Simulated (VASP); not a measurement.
# Mg (P6_3/mmc) in VASP: further runs, part 2 of 2

VASP 6.6.1.

## Step 5: Relaxation of shape and atoms at fixed volume, r2SCAN (volume scaled by 0.760)

Contents of POSCAR:

```
Mg
1.0
    2.9073835049      0.0000000000      0.0000000000
   -1.4536917524      2.5178679737      0.0000000000
    0.0000000000      0.0000000000      4.6875816983
Mg
2
Direct
    0.3333333333      0.6666666667      0.2500000000
    0.6666666667      0.3333333333      0.7500000000
```

Contents of INCAR.step1:

```
SYSTEM = Mg
PREC = Accurate
ENCUT = 600
ISMEAR = 0
SIGMA = 0.05
LREAL = .False.
LASPH = .True.
NELM = 60
GGA = PE
ALGO = Normal
EDIFF = 1E-4
LWAVE = .True.
LCHARG = .False.
```

Contents of INCAR.step2:

```
SYSTEM = Mg
PREC = Accurate
ENCUT = 600
EDIFF = 1E-6
ISMEAR = 0
SIGMA = 0.05
LREAL = .False.
LASPH = .True.
NELM = 60
ALGO = Normal
ISIF = 4
LWAVE = .False.
LCHARG = .False.
METAGGA = R2SCAN
LMIXTAU = .True.
IBRION = 2
NSW = 60
EDIFFG = -0.01
ISTART = 1
```

Contents of KPOINTS:

```
regular mesh
0
Gamma
  18 18 10
  0 0 0
```

Potentials or basis: VASP PAW PBE potentials, release 64 (Mg).

Command:

```
$ cat potpaw_PBE.64/Mg/POTCAR > POTCAR
$ cp INCAR.step1 INCAR
$ mpirun -np 1 vasp_std > vasp.out
$ cp INCAR.step2 INCAR
$ mpirun -np 1 vasp_std > vasp.out
```

OUTCAR:

```text
SYSTEM = Mg
   PREC = Accurate
   ENCUT = 600
   EDIFF = 1E-6
   ISMEAR = 0
   LREAL = .False.
   LASPH = .True.
   NELM = 60
   ISIF = 4
   METAGGA = R2SCAN
   IBRION = 2
   NSW = 60
   EDIFFG = -0.01
   ISTART = 1

 ion  position               nearest neighbor table
   1  0.333  0.667  0.250-   2 2.88   2 2.88   2 2.88   2 2.88   2 2.88   2 2.88
   2  0.667  0.333  0.750-   1 2.88   1 2.88   1 2.88   1 2.88   1 2.88   1 2.88

  LATTYP: Found a hexagonal cell.
 ALAT       =     2.9073835049
 C/A-ratio  =     1.6123025017

  Lattice vectors:

 A1 = (   2.9073835049,   0.0000000000,   0.0000000000)
 A2 = (  -1.4536917524,   2.5178679737,   0.0000000000)
 A3 = (   0.0000000000,   0.0000000000,   4.6875816983)

Analysis of symmetry for initial positions (statically):
=====================================================================
 Subroutine PRICEL returns:
 Original cell was already a primitive cell.

 Routine SETGRP: Setting up the symmetry group for a
 hexagonal supercell.

 Subroutine GETGRP returns: Found 24 space group operations
 (whereof 12 operations were pure point group operations)
 out of a pool of 24 trial point group operations.

The static configuration has the point symmetry D_3d.
 The point group associated with its full space group is D_6h.

Analysis of symmetry for dynamics (positions and initial velocities):
=====================================================================
 Subroutine PRICEL returns:
 Original cell was already a primitive cell.

 Routine SETGRP: Setting up the symmetry group for a
 hexagonal supercell.

 Subroutine GETGRP returns: Found 24 space group operations
 (whereof 12 operations were pure point group operations)
 out of a pool of 24 trial point group operations.

The dynamic configuration has the point symmetry D_3d.
 The point group associated with its full space group is D_6h.

 Subroutine INISYM returns: Found 24 space group operations
 (whereof 12 operations are pure point group operations),
 and found     1 'primitive' translations

----------------------------------------------------------------------------------------

                                     Primitive cell

  volume of cell :      34.3150

  direct lattice vectors                    reciprocal lattice vectors
     2.907383505  0.000000000  0.000000000     0.343951872  0.198580706  0.000000000
    -1.453691752  2.517867974  0.000000000     0.000000000  0.397161412  0.000000000
     0.000000000  0.000000000  4.687581698     0.000000000  0.000000000  0.213329615

  length of vectors
     2.907383505  2.907383505  4.687581698     0.397161412  0.397161412  0.213329615

  position of ions in fractional coordinates (direct lattice)
     0.333333333  0.666666667  0.250000000
     0.666666667  0.333333333  0.750000000

  ion indices of the primitive-cell ions
   primitive index   ion index
                 1           1
                 2           2

----------------------------------------------------------------------------------------

 KPOINTS: regular mesh

Automatic generation of k-mesh.
 Grid dimensions read from file:
 generate k-points for:   18   18   10

 Generating k-lattice:

  Cartesian coordinates                     Fractional coordinates (reciprocal lattice)
     0.019108437  0.011032261  0.000000000     0.055555556  0.000000000  0.000000000
     0.000000000  0.022064523  0.000000000     0.000000000  0.055555556  0.000000000
     0.000000000  0.000000000  0.021332962     0.000000000  0.000000000  0.100000000

  Length of vectors
     0.022064523  0.022064523  0.021332962

  Shift w.r.t. Gamma in fractional coordinates (k-lattice)
     0.000000000  0.000000000  0.000000000

 Subroutine IBZKPT returns following result:
 ===========================================

 Found    222 irreducible k-points:

 Following reciprocal coordinates:
            Coordinates               Weight
  0.000000  0.000000  0.000000      1.000000
  0.055556  0.000000  0.000000      6.000000
  0.111111  0.000000  0.000000      6.000000
  0.166667  0.000000  0.000000      6.000000
  0.222222  0.000000  0.000000      6.000000
  0.277778  0.000000  0.000000      6.000000
[... 16 lines left out ...]
  0.333333  0.111111  0.000000     12.000000
  0.388889  0.111111  0.000000     12.000000
 [... further k-points ...]
   k-points           NKPTS =    222   k-points in BZ     NKDIM =    222   number of bands    NBANDS=      6
   number of dos      NEDOS =    301   number of ions     NIONS =      2
   total plane-waves  NPLWV =  23040
   dimension x,y,z NGX =    24 NGY =   24 NGZ =   40
   dimension x,y,z NGXF=    48 NGYF=   48 NGZF=   80
   ions per type =               2
   NGX,Y,Z   is equivalent  to a cutoff of  13.72, 13.72, 14.19 a.u.
   NGXF,Y,Z  is equivalent  to a cutoff of  27.45, 27.45, 28.37 a.u.
 SYSTEM =  Mg
   PREC   = accura    normal or accurate (medium, high low for compatibility)
   ISTART =      1    job   : 0-new  1-cont  2-samecut
   ICHARG =      0    charge: 1-file 2-atom 10-const
   ISPIN  =      1    spin polarized calculation?
   LNONCOLLINEAR =      F non collinear calculations
   LSORBIT =      F    spin-orbit coupling
   LASPH  =      T    aspherical Exc in radial PAW
   ENCUT  =  600.0 eV  44.10 Ry    6.64 a.u.   5.81  5.81  9.36*2*pi/ulx,y,z
   NELM   =     60;   NELMIN=  2; NELMDL=  0     # of ELM steps
   EDIFF  = 0.1E-05   stopping-criterion for ELM
   LREAL  =      F    real-space projection
   EDIFFG = -.1E-01   stopping-criterion for IOM
   NSW    =     60    number of steps for IOM
   IBRION =      2    ionic relax: 0-MD 1-quasi-New 2-CG
   NFREE  =      1    steps in history (QN), initial steepest desc. (CG)
   ISIF   =      4    stress and relaxation
   ISYM   =      2    0-nonsym 1-usesym 2-fastsym
   POTIM  = 0.5000    time-step for ionic-motion
   TEBEG  =    0.0;   TEEND  =   0.0 temperature during run
   PSTRESS=    0.0 pullay stress
   NELECT =       4.0000    total number of electrons
   NUPDOWN=      -1.0000    fix difference up-down
   EMIN   =  10.00;   EMAX   =-10.00  energy-range for DOS
   EFERMI =   0.00;   METHOD = LEGACY
   ISMEAR =     0;   SIGMA  =   0.05  broadening in eV -4-tet -1-fermi 0-gaus
   EFERMI_NEDOS =   21; number of points for ismear=-14 and -15
   IALGO  =     38    algorithm
   IMIX   =      4    mixing-type and parameters
     AMIX     =   0.40;   BMIX     =  1.00
     AMIX_MAG =   1.60;   BMIX_MAG =  1.00
  volume/ion in A,a.u.               =      17.16       115.78
  Fermi-wavevector in a.u.,A,eV,Ry     =   0.799712  1.511236  8.701454  0.639539
  Thomas-Fermi vector in A             =   1.906868
   LORBIT       =      0    0 simple, 1 ext, 2 COOP (PROOUT), +10 PAW based schemes
   METAGGA = R2SCAN    functional components
   LHFCALC =     F    Hartree Fock is set to
   AEXX    =    0.0000 exact exchange contribution
   IVDW    =     0    specifies the selected vdW correction
   LEPSILON=     F    determine dielectric tensor
   LRPA    =     F    only Hartree local field effects (RPA)
 conjugate gradient relaxation of ions
 non-spin polarized calculation
 Gauss-broadening in eV      SIGMA  =   0.05
  energy-cutoff  :      600.00
  volume of cell :       34.32
 maximum number of plane-waves:      1182
 NGX is ok and might be reduce to    24
   NGX = 11   NGY = 11   NGZ = 19

 number of electron       4.0000000 magnetization

 Free energy of the ion-electron system (eV)
  ---------------------------------------------------
  ext. energy  EPLUGINS =         0.00000000
  ---------------------------------------------------
  free energy    TOTEN  =        -7.82096831 eV

  energy without entropy =       -7.82036366  energy(sigma->0) =       -7.82066599

 E-fermi :   4.3725     XC(G=0): -10.0408

 val. band max:        4.3701906852   @ k =   0.0556   0.0556   0.1000
 cond. band min:       4.3963458309   @ k =   0.4444   0.0000   0.4000
 fundamental gap:      0.0261551458
 Fermi energy:         4.3724901597

 k-point     1 :       0.0000    0.0000    0.0000
  band No.  band energies     occupation
      1      -4.4198      2.00000
      2       2.0046      2.00000
      3       3.2330      2.00000
      4      17.7960      0.00000
      5      17.7960      0.00000
      6      18.6096      0.00000

 k-point     2 :       0.0556    0.0000    0.0000
  band No.  band energies     occupation
      1      -4.3420      2.00000
      2       2.0733      2.00000
      3       3.3048      2.00000
      4      16.2235      0.00000
      5      17.1439      0.00000
      6      18.0742      0.00000
[... 190 lines left out ...]
 k-point    24 :       0.3889    0.1111    0.0000
  band No.  band energies     occupation
      1       0.6072      2.00000
      2       3.1670      2.00000
      3       6.6566      0.00000
      4       7.8152      0.00000
      5       9.1871      0.00000
      6       9.4632      0.00000

 [... further k-points ...]
[... 5 lines left out ...]
  --------------------------------------------------------------------------------------
  -------------------------------------------------------------------------------------
  Total        3.8724285      3.8724285      3.8764768      0.0000000      0.0000000      0.0000000
  in kB      180.8047606    180.8047606    180.9937803      0.0000000      0.0000000      0.0000000
  external PRESSURE =     180.8677672 kB  Pullay stress =       0.0000000 kB

 VOLUME and BASIS-vectors are now :
 -----------------------------------------------------------------------------
  energy-cutoff  :      600.00
  volume of cell :       34.32
      direct lattice vectors                 reciprocal lattice vectors
     2.907383505  0.000000000  0.000000000     0.343951872  0.198580706  0.000000000
    -1.453691752  2.517867974  0.000000000     0.000000000  0.397161412  0.000000000
     0.000000000  0.000000000  4.687581698     0.000000000  0.000000000  0.213329615

 POSITION                                       TOTAL-FORCE (eV/Angst)
 -----------------------------------------------------------------------------------
     -0.00000      1.67858      1.17190         0.000000     -0.000000      0.000000
      1.45369      0.83929      3.51569        -0.000000      0.000000      0.000000
 -----------------------------------------------------------------------------------
    total drift:                                0.000000     -0.000000      0.000000

  FREE ENERGIE OF THE ION-ELECTRON SYSTEM (eV)
  ---------------------------------------------------
  free  energy   TOTEN  =        -7.8209683110 eV

  energy  without entropy=       -7.8203636643  energy(sigma->0) =       -7.82066599

 reached required accuracy - stopping structural energy minimisation
```

Run time: 2.4 min. Hardware: 1 thread of Oxide Virtual Turin-like, shared host; peak memory 0.18 GiB.

What came out:

* Free energy: -7.8210 eV
* Pressure after relaxing: 18.1 GPa
* Band gap on the k mesh: zero (band 2 reaches 5.33 eV, above the bottom of band 3 at 3.23 eV)

Final structure:
```
CELL_PARAMETERS angstrom
2.90738 0.00000 0.00000
-1.45369 2.51787 0.00000
0.00000 0.00000 4.68758
ATOMIC_POSITIONS crystal
Mg 0.33333 0.66667 0.25000
Mg 0.66667 0.33333 0.75000
```

Caveat: the relaxation stopped at its first step, so nothing moved; the PAW data sets were made with another functional, which shifts forces and pressure a little.

## Step 6: Relaxation of shape and atoms at fixed volume, r2SCAN (volume scaled by 1.040)

Contents of POSCAR:

```
Mg
1.0
    3.2278169992      0.0000000000      0.0000000000
   -1.6139084996      2.7953715201      0.0000000000
    0.0000000000      0.0000000000      5.2042174228
Mg
2
Direct
    0.3333333333      0.6666666667      0.2500000000
    0.6666666667      0.3333333333      0.7500000000
```

Contents of INCAR.step1:

```
PREC = Accurate ; ENCUT = 600
ISMEAR = 0 ; SIGMA = 0.05
LREAL = False ; LASPH = True
NELM = 100 ; GGA = PE
ALGO = Normal ; EDIFF = 1E-4
LWAVE = True ; LCHARG = False
```

Contents of INCAR.step2:

```
PREC = Accurate ; ENCUT = 600
EDIFF = 1E-6 ; ISMEAR = 0
SIGMA = 0.05 ; LREAL = False
LASPH = True ; NELM = 100
ALGO = Normal ; ISIF = 4
LWAVE = False ; LCHARG = False
METAGGA = R2SCAN ; LMIXTAU = True
IBRION = 2 ; NSW = 60
EDIFFG = -0.01 ; ISTART = 1
```

Contents of KPOINTS:

```
Automatic mesh
0
Gamma
  16 16 10
```

Potentials or basis: VASP PAW PBE potentials, release 64 (Mg).

Command:

```
$ cat potpaw_PBE.64/Mg/POTCAR > POTCAR
$ cp INCAR.step1 INCAR
$ mpirun -np 1 vasp_std > vasp.out
$ cp INCAR.step2 INCAR
$ mpirun -np 1 vasp_std > vasp.out
```

OUTCAR:

```text
PREC = Accurate
   ENCUT = 600
   EDIFF = 1E-6
   ISMEAR = 0
   LREAL = False
   LASPH = True
   NELM = 100
   ISIF = 4
   METAGGA = R2SCAN
   IBRION = 2
   NSW = 60
   EDIFFG = -0.01
   ISTART = 1

 ion  position               nearest neighbor table
   1  0.333  0.667  0.250-   2 3.20   2 3.20   2 3.20   2 3.20   2 3.20   2 3.20
   2  0.667  0.333  0.750-   1 3.20   1 3.20   1 3.20   1 3.20   1 3.20   1 3.20

  LATTYP: Found a hexagonal cell.
 ALAT       =     3.2278169992
 C/A-ratio  =     1.6123025017

  Lattice vectors:

 A1 = (   3.2278169992,   0.0000000000,   0.0000000000)
 A2 = (  -1.6139084996,   2.7953715201,   0.0000000000)
 A3 = (   0.0000000000,   0.0000000000,   5.2042174228)

Analysis of symmetry for initial positions (statically):
=====================================================================
 Subroutine PRICEL returns:
 Original cell was already a primitive cell.

 Routine SETGRP: Setting up the symmetry group for a
 hexagonal supercell.

 Subroutine GETGRP returns: Found 24 space group operations
 (whereof 12 operations were pure point group operations)
 out of a pool of 24 trial point group operations.

The static configuration has the point symmetry D_3d.
 The point group associated with its full space group is D_6h.

Analysis of symmetry for dynamics (positions and initial velocities):
=====================================================================
 Subroutine PRICEL returns:
 Original cell was already a primitive cell.

 Routine SETGRP: Setting up the symmetry group for a
 hexagonal supercell.

 Subroutine GETGRP returns: Found 24 space group operations
 (whereof 12 operations were pure point group operations)
 out of a pool of 24 trial point group operations.

The dynamic configuration has the point symmetry D_3d.
 The point group associated with its full space group is D_6h.

 Subroutine INISYM returns: Found 24 space group operations
[... 112 lines left out ...]
   ISMEAR =     0;   SIGMA  =   0.05  broadening in eV -4-tet -1-fermi 0-gaus
   EFERMI_NEDOS =   21; number of points for ismear=-14 and -15
   IALGO  =     38    algorithm
   IMIX   =      4    mixing-type and parameters
     AMIX     =   0.40;   BMIX     =  1.00
     AMIX_MAG =   1.60;   BMIX_MAG =  1.00
  volume/ion in A,a.u.               =      23.48       158.44
  Fermi-wavevector in a.u.,A,eV,Ry     =   0.720322  1.361212  7.059577  0.518864
  Thomas-Fermi vector in A             =   1.809745
   LORBIT       =      0    0 simple, 1 ext, 2 COOP (PROOUT), +10 PAW based schemes
   METAGGA = R2SCAN    functional components
   LHFCALC =     F    Hartree Fock is set to
   AEXX    =    0.0000 exact exchange contribution
   IVDW    =     0    specifies the selected vdW correction
   LEPSILON=     F    determine dielectric tensor
   LRPA    =     F    only Hartree local field effects (RPA)
 conjugate gradient relaxation of ions
 non-spin polarized calculation
 Gauss-broadening in eV      SIGMA  =   0.05
  energy-cutoff  :      600.00
  volume of cell :       46.96
 maximum number of plane-waves:      1587
 NGX is ok and might be reduce to    28
   NGX = 13   NGY = 13   NGZ = 21

 number of electron       4.0000000 magnetization

 Free energy of the ion-electron system (eV)
  ---------------------------------------------------
  ext. energy  EPLUGINS =         0.00000000
  ---------------------------------------------------
  free energy    TOTEN  =        -8.27882221 eV

  energy without entropy =       -8.27792690  energy(sigma->0) =       -8.27837456

 E-fermi :   2.5540     XC(G=0):  -8.9671

 val. band max:        2.5443623361   @ k =   0.3125   0.2500   0.2000
 cond. band min:       2.5643147511   @ k =   0.3125   0.0000   0.0000
 fundamental gap:      0.0199524150
 Fermi energy:         2.5540489354

 k-point     1 :       0.0000    0.0000    0.0000
  band No.  band energies     occupation
      1      -4.7595      2.00000
      2       0.7010      2.00000
      3       1.4016      2.00000
      4      14.0246      0.00000
      5      14.0250      0.00000
      6      14.1168      0.00000
[... 199 lines left out ...]
 k-point    24 :       0.2500    0.1875    0.0000
  band No.  band energies     occupation
      1      -1.8269      2.00000
      2       3.4598      0.00000
      3       3.5898      0.00000
      4       4.7119      0.00000
      5       6.0039      0.00000
      6       9.4126      0.00000

 [... further k-points ...]
[... 5 lines left out ...]
  --------------------------------------------------------------------------------------
  -------------------------------------------------------------------------------------
  Total       -0.4905844     -0.4905844     -0.4969461      0.0000000      0.0000000      0.0000000
  in kB      -16.7386518    -16.7386518    -16.9557096      0.0000000      0.0000000      0.0000000
  external PRESSURE =     -16.8110044 kB  Pullay stress =       0.0000000 kB

 VOLUME and BASIS-vectors are now :
 -----------------------------------------------------------------------------
  energy-cutoff  :      600.00
  volume of cell :       46.96
      direct lattice vectors                 reciprocal lattice vectors
     3.227816999  0.000000000  0.000000000     0.309806907  0.178867101  0.000000000
    -1.613908500  2.795371520  0.000000000     0.000000000  0.357734202  0.000000000
     0.000000000  0.000000000  5.204217423     0.000000000  0.000000000  0.192151849

 POSITION                                       TOTAL-FORCE (eV/Angst)
 -----------------------------------------------------------------------------------
     -0.00000      1.86358      1.30105         0.000000     -0.000000      0.000000
      1.61391      0.93179      3.90316        -0.000000      0.000000      0.000000
 -----------------------------------------------------------------------------------
    total drift:                                0.000000     -0.000000      0.000000

  FREE ENERGIE OF THE ION-ELECTRON SYSTEM (eV)
  ---------------------------------------------------
  free  energy   TOTEN  =        -8.2788222133 eV

  energy  without entropy=       -8.2779269012  energy(sigma->0) =       -8.27837456

 reached required accuracy - stopping structural energy minimisation
```

Wall time 5.5 min (1 thread of Oxide Virtual Turin-like, shared host); peak memory 0.2 GiB.

Results:

```yaml
Free_energy: -8.2788 eV
Pressure_after_relaxing: -1.7 GPa
Band_gap_on_the_k_mesh: zero (band 2 reaches 3.54 eV, above the bottom of band 3 at 1.40 eV)
```

Final structure:
```yaml
crystal:
  lattice:
    - [3.22782, 0.00000, 0.00000]
    - [-1.61391, 2.79537, 0.00000]
    - [0.00000, 0.00000, 5.20422]
  atoms:
    - { symbol: Mg, position: [0.33333, 0.66667, 0.25000] }
    - { symbol: Mg, position: [0.66667, 0.33333, 0.75000] }
```

Levels at points of the mesh, in eV from the Fermi level:
```csv
k point,band 1,band 2,band 3,band 4,band 5,band 6
"(0.00, 0.00, 0.00)",-7.31,-1.85,-1.15,11.47,11.47,11.56
"(0.50, 0.00, 0.00)",-2.37,-2.23,2.77,3.10,3.54,3.97
"(0.00, 0.00, 0.50)",-5.84,-5.84,5.41,5.41,12.23,12.23
"(0.50, 0.00, 0.50)",-1.25,-1.25,-0.43,-0.43,8.43,8.43
```

Caveat: the relaxation stopped at its first step, so nothing moved; the PAW data sets were made with another functional, which shifts forces and pressure a little.

## Step 7: Summary

```tsv
cell	k mesh	gap on the mesh (eV)	pressure (GPa)
relaxed from a = 3.143, b = 3.143, c = 5.067 Å, angles 90.0, 90.0, 120.0°, 2 atoms	16 × 16 × 10	none	1.5
relaxed from a = 2.958, b = 2.958, c = 4.768 Å, angles 90.0, 90.0, 120.0°, 2 atoms	18 × 18 × 10	none	13.2
relaxed from a = 3.099, b = 3.099, c = 4.996 Å, angles 90.0, 90.0, 120.0°, 2 atoms	16 × 16 × 10	none	3.6
relaxed from a = 2.907, b = 2.907, c = 4.688 Å, angles 90.0, 90.0, 120.0°, 2 atoms	18 × 18 × 10	none	18.1
relaxed from a = 3.228, b = 3.228, c = 5.204 Å, angles 90.0, 90.0, 120.0°, 2 atoms	16 × 16 × 10	none	-1.7
```

Alike in all rows: task relaxation of shape and atoms at fixed volume; level r2SCAN; potentials or basis VASP PAW PBE potentials, release 64 (Mg); no spin polarisation; cutoff (eV) 600; smearing gaussian 0.05 eV.

Caveats: the relaxation stopped at its first step, so nothing moved; the PAW data sets were made with another functional, which shifts forces and pressure a little.

Absolute energies hang on the potentials; compare differences alone.
